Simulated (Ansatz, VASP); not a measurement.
## One calculation of HfO2, two programs

```
Hf O
1.0
     0.02558    2.57029    2.57029
     2.57029    0.02558    2.57029
     2.57029    2.57029    0.02558
Hf O
1 2
Direct
  0.00000 0.00000 0.00000
  0.25000 0.25000 0.25000
  0.75000 0.75000 0.75000
```

Change from the starting cell: equal xy, yz and zx shear strains of +1 %, crystal datasets.

Alike in both runs: task electric field gradients; functional LDA; k mesh 8 × 8 × 8; occupations fermi-dirac, width 0.01 eV; no spin polarisation.

|  | VASP | Ansatz |
| --- | --- | --- |
| version | VASP 6.6.1 | Ansatz 0.2.0 |
| potentials or method | VASP PAW LDA potentials, release 64 (Hf_pv, O), cutoff 520 eV | all-electron PAW with datasets made for the crystal, scalar-relativistic |

Ansatz gave:

- gap on the k mesh at the Fermi level (eV): 3.50
- pressure (GPa): -16.4
- traceless stress, the component that is largest in VASP (GPa): -0.71
- rms of the force components (eV/Å): 0.038
- size of Vzz on the site where it differs most (V/Å²): 40.0

Estimate VASP's values.

gap on the k mesh at the Fermi level (eV): 3.53; pressure (GPa): -19.2; traceless stress, the component that is largest in VASP (GPa): -0.67; rms of the force components (eV/Å): 0.034; size of Vzz on the site where it differs most (V/Å²): 34.5.

LDA's correlation is that of Perdew and Zunger in VASP and of Perdew and Wang (1992) in Ansatz. Atom by atom the forces differ by 0.004 eV/Å (rms over components). Ansatz ran all-electron here, and VASP with PAW potentials.

Spin-orbit coupling is off throughout.
